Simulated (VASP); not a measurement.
# Hf4HS8 (a cell with a defect) in VASP: notebook

Hf4HS8 (a cell with a defect) is run at these levels: PBE+D3(BJ); tasks: single point.

All numbers are computed with VASP 6.6.1; they aren't measurements. Logs are shortened: lines on timing, memory, paths and dates and some standing lists are left out, and cuts for length are marked.

### Step 1. The cell of the first run

The cell holds a defect, 13 atoms: a = 6.804 Å, b = 6.804 Å, c = 7.212 Å, α = 105.36°, β = 105.36°, γ = 116.00°.

### Step 2. Single point, PBE+D3(BJ) (with an interstitial atom, then relaxed in part)

File INCAR:

```
ALGO = Normal
EDIFF = 1E-7
ENCUT = 520
GGA = PE
ISIF = 2
ISMEAR = 0
IVDW = 12
LASPH = True
LCHARG = False
LREAL = False
LWAVE = False
NBANDS = 56
NELECT = 90.0
NELM = 60
PREC = Accurate
SIGMA = 0.02
```

File KPOINTS:

```
k-points
0
Gamma
  3 3 3
```

File POSCAR:

```
Hf4HS8
1.0
    3.6058628313      0.0000000000     -5.7703876582
    3.6058628313      0.0000000000      5.7703876582
   -3.6058628313     -6.2455376290      0.0000000000
Hf S H
4 8 1
Direct
    0.4960665790      0.5079855596      0.0023916300
    1.0036474097      0.0103967337      0.0123833804
    0.4847459637      0.4953576965      0.4953287361
    1.0017003177      0.0121514585      0.4953233437
    0.7881510932      0.5498011178      0.3363510315
    0.2968141623      0.0401793020      0.3352599049
    0.7883163618      0.5474525207      0.8336778424
    0.2879267160      0.0470122155      0.8337035340
    0.7020035341      0.9692470221      0.1671382110
    0.1995564873      0.4668414655      0.1670948095
    0.7075773522      0.9641543222      0.6699530918
    0.2007436402      0.4688097327      0.6679175565
    0.5944914619      0.0883196740      0.6803252434
```

Potentials or basis: VASP PAW PBE potentials, release 64 (Hf_pv, S, H).

Run with:

```sh
cat potpaw_PBE.64/Hf_pv/POTCAR potpaw_PBE.64/S/POTCAR potpaw_PBE.64/H/POTCAR > POTCAR
mpirun -np 1 vasp_std > vasp.out
```

OUTCAR:

```text
EDIFF = 1E-7
   ENCUT = 520
   GGA = PE
   ISIF = 2
   ISMEAR = 0
   IVDW = 12
   LASPH = True
   LREAL = False
   NELECT = 90.0
   NELM = 60
   PREC = Accurate
 IVDW          = 12

 ion  position               nearest neighbor table
   1  0.496  0.508  0.002-   5 2.54   7 2.55   8 2.55  10 2.55   9 2.55  12 2.56   4 3.60   3 3.60
                             2 3.61   2 3.61   3 3.61   4 3.61
   2  0.004  0.010  0.012-   6 2.53   9 2.53  10 2.53   7 2.56   8 2.56  11 2.58   4 3.48   3 3.48
                             1 3.61   1 3.61   4 3.73   3 3.73
   3  0.485  0.495  0.495-  10 2.53  12 2.53   6 2.53   5 2.55   7 2.56  11 2.58   2 3.48   4 3.48
                             1 3.60   1 3.61   4 3.73   2 3.73
   4  0.002  0.012  0.495-   9 2.53  12 2.53   6 2.53   5 2.55   8 2.56  11 2.58   2 3.48   3 3.48
                             1 3.60   1 3.61   3 3.73   2 3.73
   5  0.788  0.550  0.336-   1 2.54   4 2.55   3 2.55
   6  0.297  0.040  0.335-   2 2.53   4 2.53   3 2.53
   7  0.788  0.547  0.834-   1 2.55   2 2.56   3 2.56
   8  0.288  0.047  0.834-   1 2.55   2 2.56   4 2.56
   9  0.702  0.969  0.167-   4 2.53   2 2.53   1 2.55
  10  0.200  0.467  0.167-   3 2.53   2 2.53   1 2.55
  11  0.708  0.964  0.670-  13 1.37   2 2.58   4 2.58   3 2.58
  12  0.201  0.469  0.668-   3 2.53   4 2.53   1 2.56
  13  0.594  0.088  0.680-  11 1.37

  LATTYP: Found a face centered orthorhombic cell.
 ALAT       =     7.2117256626
 B/A-ratio  =     1.6002793029
 C/A-ratio  =     1.7320508076

  Lattice vectors:

 A1 = (   0.0000000000,  -6.2455376290,   5.7703876582)
 A2 = (   3.6058628313,  -6.2455376290,   0.0000000000)
 A3 = (   3.6058628313,   0.0000000000,   5.7703876582)

Analysis of symmetry for initial positions (statically):
=====================================================================
 Subroutine PRICEL returns:
 Original cell was already a primitive cell.

 Routine SETGRP: Setting up the symmetry group for a
 face centered orthorhombic supercell.

 Subroutine GETGRP returns: Found  1 space group operations
 (whereof  1 operations were pure point group operations)
 out of a pool of  8 trial point group operations.

The static configuration has the point symmetry C_1 .

Analysis of symmetry for dynamics (positions and initial velocities):
=====================================================================
 Subroutine PRICEL returns:
 Original cell was already a primitive cell.

 Routine SETGRP: Setting up the symmetry group for a
 face centered orthorhombic supercell.

 Subroutine GETGRP returns: Found  1 space group operations
 (whereof  1 operations were pure point group operations)
 out of a pool of  8 trial point group operations.

The dynamic configuration has the point symmetry C_1 .

 Subroutine INISYM returns: Found  1 space group operations
 (whereof  1 operations are pure point group operations),
 and found     1 'primitive' translations

----------------------------------------------------------------------------------------

                                     Primitive cell

  volume of cell :     259.9046

  direct lattice vectors                    reciprocal lattice vectors
     3.605862831  0.000000000 -5.770387658     0.138663067 -0.080057159 -0.086649291
     3.605862831  0.000000000  5.770387658     0.138663067 -0.080057159  0.086649291
    -3.605862831 -6.245537629  0.000000000     0.000000000 -0.160114318  0.000000000

  length of vectors
     6.804382447  6.804382447  7.211725663     0.182056844  0.182056844  0.160114318

  position of ions in fractional coordinates (direct lattice)
     0.496066579  0.507985560  0.002391630
     0.003647410  0.010396734  0.012383380
     0.484745964  0.495357697  0.495328736
     0.001700318  0.012151458  0.495323344
     0.788151093  0.549801118  0.336351032
     0.296814162  0.040179302  0.335259905
     0.788316362  0.547452521  0.833677842
     0.287926716  0.047012215  0.833703534
     0.702003534  0.969247022  0.167138211
     0.199556487  0.466841466  0.167094809
     0.707577352  0.964154322  0.669953092
     0.200743640  0.468809733  0.667917557
     0.594491462  0.088319674  0.680325243

  ion indices of the primitive-cell ions
   primitive index   ion index
                 1           1
[... 27 lines left out ...]

  Length of vectors
     0.060685615  0.060685615  0.053371439

  Shift w.r.t. Gamma in fractional coordinates (k-lattice)
     0.000000000  0.000000000  0.000000000

 Subroutine IBZKPT returns following result:
 ===========================================

 Found     14 irreducible k-points:

 Following reciprocal coordinates:
            Coordinates               Weight
  0.000000  0.000000  0.000000      1.000000
  0.333333  0.000000 -0.000000      2.000000
  0.000000  0.333333 -0.333333      2.000000
 -0.000000 -0.333333  0.000000      2.000000
 -0.333333 -0.000000  0.333333      2.000000
  0.333333  0.333333 -0.000000      2.000000
  0.333333  0.333333  0.333333      2.000000
 -0.333333  0.333333  0.000000      2.000000
  0.000000  0.000000  0.333333      2.000000
  0.333333  0.000000  0.333333      2.000000
  0.000000  0.333333  0.333333      2.000000
 -0.333333  0.333333  0.333333      2.000000
 -0.333333  0.333333 -0.333333      2.000000
 -0.333333 -0.333333  0.333333      2.000000
   k-points           NKPTS =     14   k-points in BZ     NKDIM =     14   number of bands    NBANDS=     56
   number of dos      NEDOS =    301   number of ions     NIONS =     13
   total plane-waves  NPLWV = 157464
   dimension x,y,z NGX =    54 NGY =   54 NGZ =   54
   dimension x,y,z NGXF=   108 NGYF=  108 NGZF=  108
   ions per type =               4   8   1
   NGX,Y,Z   is equivalent  to a cutoff of  13.19, 13.19, 12.45 a.u.
   NGXF,Y,Z  is equivalent  to a cutoff of  26.39, 26.39, 24.90 a.u.
 SYSTEM =  unknown system
   PREC   = accura    normal or accurate (medium, high low for compatibility)
   ISTART =      0    job   : 0-new  1-cont  2-samecut
   ICHARG =      2    charge: 1-file 2-atom 10-const
   ISPIN  =      1    spin polarized calculation?
   LNONCOLLINEAR =      F non collinear calculations
   LSORBIT =      F    spin-orbit coupling
   LASPH  =      T    aspherical Exc in radial PAW
   ENCUT  =  520.0 eV  38.22 Ry    6.18 a.u.  12.65 12.65 13.41*2*pi/ulx,y,z
   NELM   =     60;   NELMIN=  2; NELMDL= -5     # of ELM steps
   EDIFF  = 0.1E-06   stopping-criterion for ELM
   LREAL  =      F    real-space projection
   EDIFFG = 0.1E-05   stopping-criterion for IOM
   NSW    =      0    number of steps for IOM
   IBRION =     -1    ionic relax: 0-MD 1-quasi-New 2-CG
   NFREE  =      0    steps in history (QN), initial steepest desc. (CG)
   ISIF   =      2    stress and relaxation
   ISYM   =      2    0-nonsym 1-usesym 2-fastsym
   POTIM  = 0.5000    time-step for ionic-motion
   TEBEG  =    0.0;   TEEND  =   0.0 temperature during run
   PSTRESS=    0.0 pullay stress
   NELECT =      90.0000    total number of electrons
   NUPDOWN=      -1.0000    fix difference up-down
   EMIN   =  10.00;   EMAX   =-10.00  energy-range for DOS
   EFERMI =   0.00;   METHOD = LEGACY
   ISMEAR =     0;   SIGMA  =   0.02  broadening in eV -4-tet -1-fermi 0-gaus
   EFERMI_NEDOS =   21; number of points for ismear=-14 and -15
   IALGO  =     38    algorithm
   IMIX   =      4    mixing-type and parameters
     AMIX     =   0.40;   BMIX     =  1.00
     AMIX_MAG =   1.60;   BMIX_MAG =  1.00
  volume/ion in A,a.u.               =      19.99       134.92
  Fermi-wavevector in a.u.,A,eV,Ry     =   1.149611  2.172450 17.981541  1.321606
  Thomas-Fermi vector in A             =   2.286280
   LORBIT       =      0    0 simple, 1 ext, 2 COOP (PROOUT), +10 PAW based schemes
   GGA     = PE    functional components
   LHFCALC =     F    Hartree Fock is set to
   AEXX    =    0.0000 exact exchange contribution
   IVDW    =    12    specifies the selected vdW correction
   LEPSILON=     F    determine dielectric tensor
   LRPA    =     F    only Hartree local field effects (RPA)
 non-spin polarized calculation
 Gauss-broadening in eV      SIGMA  =   0.02
  energy-cutoff  :      520.00
  volume of cell :      259.90
 maximum number of plane-waves:      7055
 NGX is ok and might be reduce to    50
   NGX = 25   NGY = 25   NGZ = 27

 number of electron      90.0000000 magnetization

 Free energy of the ion-electron system (eV)
  ---------------------------------------------------
  ext. energy  EPLUGINS =         0.00000000
  ---------------------------------------------------
  free energy    TOTEN  =       -88.96350932 eV

  energy without entropy =      -88.96350932  energy(sigma->0) =      -88.96350932

 E-fermi :   5.0921     XC(G=0):  -9.9829

 val. band max:        4.9237154704   @ k =  -0.3333   0.3333  -0.3333
 cond. band min:       5.4025216188   @ k =   0.0000   0.0000   0.3333
 fundamental gap:      0.4788061483
 Fermi energy:         5.0921139632

 k-point     1 :       0.0000    0.0000    0.0000
  band No.  band energies     occupation
      1     -26.7936      2.00000
      2     -26.7895      2.00000
      3     -26.7863      2.00000
      4     -26.6378      2.00000
      5     -26.6346      2.00000
      6     -26.6330      2.00000
[... 815 lines left out ...]
     55       7.8479      0.00000
     56       7.9252      0.00000

------------------------ aborting loop because EDIFF is reached ----------------------------------------

 Edisp (eV)   -4.22191

 E8    (eV) :    -1.8053

  FORCE on cell =-STRESS in cart. coord.  units (eV):
  Direction    XX          YY          ZZ          XY          YZ          ZX
  --------------------------------------------------------------------------------------
  -------------------------------------------------------------------------------------
  Total       5.14073     5.18292     9.84819     0.00330     0.15024    -0.01132
  in kB      31.68994    31.95003    60.70900     0.02034     0.92617    -0.06980
  external pressure =       41.45 kB  Pullay stress =        0.00 kB

 VOLUME and BASIS-vectors are now :
 -----------------------------------------------------------------------------
  energy-cutoff  :      520.00
  volume of cell :      259.90
      direct lattice vectors                 reciprocal lattice vectors
     3.605862831  0.000000000 -5.770387658     0.138663067 -0.080057159 -0.086649291
     3.605862831  0.000000000  5.770387658     0.138663067 -0.080057159  0.086649291
    -3.605862831 -6.245537629  0.000000000     0.000000000 -0.160114318  0.000000000

 POSITION                                       TOTAL-FORCE (eV/Angst)
 -----------------------------------------------------------------------------------
      3.61185     -0.01494      0.06878         0.000071     -0.003362      0.004774
      0.00599     -0.07734      0.03895         0.001736     -0.019119     -0.006884
      1.74803     -3.09359      0.06123        -0.007964      0.010922     -0.014706
     -1.73612     -3.09356      0.06031         0.008708      0.009265     -0.013360
      3.61164     -2.10069     -1.37537         0.000613     -0.000232      0.060806
      0.00625     -2.09388     -1.48088         0.000160      0.001128      0.067177
      1.81047     -5.20677     -1.38988         0.000819     -0.000646      0.060570
     -1.79848     -5.20693     -1.39017        -0.000042     -0.001207      0.060871
      5.42362     -1.04387      1.54210        -0.000449      0.000802     -0.060948
      1.80042     -1.04360      1.54234        -0.001834      0.000443     -0.060643
      3.61228     -4.18422      1.48055        -0.000098      0.001920      0.023439
      0.00590     -4.17150      1.54685        -0.000865     -0.003320     -0.060232
      0.00896     -4.24900     -2.92081        -0.000855      0.003407     -0.060864
 -----------------------------------------------------------------------------------
    total drift:                                0.000080      0.000514      0.000041

  FREE ENERGIE OF THE ION-ELECTRON SYSTEM (eV)
  ---------------------------------------------------
  free  energy   TOTEN  =       -93.1854235680 eV

  energy  without entropy=      -93.1854235680  energy(sigma->0) =      -93.18542357
```

Run time: 5 min. Hardware: 1 thread of Intel Xeon Platinum 8488C (Sapphire Rapids), shared host; peak memory 0.47 GiB.

Results:

```yaml
Free_energy: -93.1854 eV
Largest_force: 0.067 eV/Å
Dispersion_energy_per_atom: -0.325 eV
```

Forces in eV/Å, atoms in the order of the input:
```
Hf   0.000 -0.003  0.005
Hf   0.002 -0.019 -0.007
Hf  -0.008  0.011 -0.015
Hf   0.009  0.009 -0.013
S    0.001  0.000  0.061
S    0.000  0.001  0.067
S    0.001 -0.001  0.061
S    0.000 -0.001  0.061
S    0.000  0.001 -0.061
S   -0.002  0.000 -0.061
S    0.000  0.002  0.023
S   -0.001 -0.003 -0.060
H   -0.001  0.003 -0.061
```

Levels at points of the mesh, in eV from the Fermi level:
| k point | band 42 | band 43 | band 44 | band 45 | band 46 | band 47 | band 48 | band 49 |
| --- | --- | --- | --- | --- | --- | --- | --- | --- |
| (0.00, 0.00, 0.00) | -1.52 | -1.51 | -1.48 | -0.72 | -0.33 | -0.22 | 0.79 | 0.80 |

Caveat: the k points lie up to 0.38 Å⁻¹ apart, too coarse for converged energies and pressures of a metal; the cell carries a net charge on a neutralising background, which shifts energy and pressure; the cell differs from its parent crystal (with an interstitial atom, then relaxed in part); the cell is charged against a uniform background, so pressure and absolute levels hang on convention; spin-orbit coupling is left out, which moves the levels of the heavy elements.

(Continued in part 2 of 3.)
